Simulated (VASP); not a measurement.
A run of VASP 6.6.1 is set up as follows.

Contents of INCAR:

```
ALGO = Normal
EDIFF = 1E-7
EDIFFG = -0.02
ENCUT = 600
GGA = CA
IBRION = 2
ISIF = 3
ISMEAR = -1
LASPH = T
LCHARG = F
LREAL = F
LWAVE = F
NELM = 100
NSW = 80
PREC = Accurate
SIGMA = 0.1
```

The input KPOINTS:

```
k-points
0
Gamma
  12 12 12
```

The input POSCAR:

```
Rh
1.0
    2.6839650000      0.0000000000      0.0000000000
    1.3419825000      2.3243818729      0.0000000000
    1.3419825000      0.7747939576      2.1914482458
Rh
1
Direct
    0.0000000000      0.0000000000      0.0000000000
```

Potentials or basis: VASP PAW LDA potentials, release 64 (Rh_pv).

Command:

```bash
$ cat potpaw_LDA.64/Rh_pv/POTCAR > POTCAR
$ mpirun -np 1 vasp_std > vasp.out
```

Q: Estimate the space group after relaxing (to 0.1 Å).

A: Fm-3m (No. 225).

Q: What does it give for the band gap on the k mesh?

A: Zero (an odd number of electrons rules out a gap without spin polarisation).

Q: Predict the relaxed cell.

A: a = 2.657 Å, b = 2.657 Å, c = 2.657 Å, α = 60.00°, β = 60.00°, γ = 60.00°.

Q: Estimate the relaxed volume.

A: 13.26 Å³/atom.

Final structure:
```xyz
1
Lattice="2.6571 0.0000 0.0000 1.3285 2.3011 0.0000 1.3285 0.7670 2.1695" Properties=species:S:1:pos:R:3 pbc="T T T"
Rh    2.6571    0.0000    0.0000
```

LDA usually gives volumes a few per cent too small. Zero-point motion and thermal expansion aren't in these numbers.
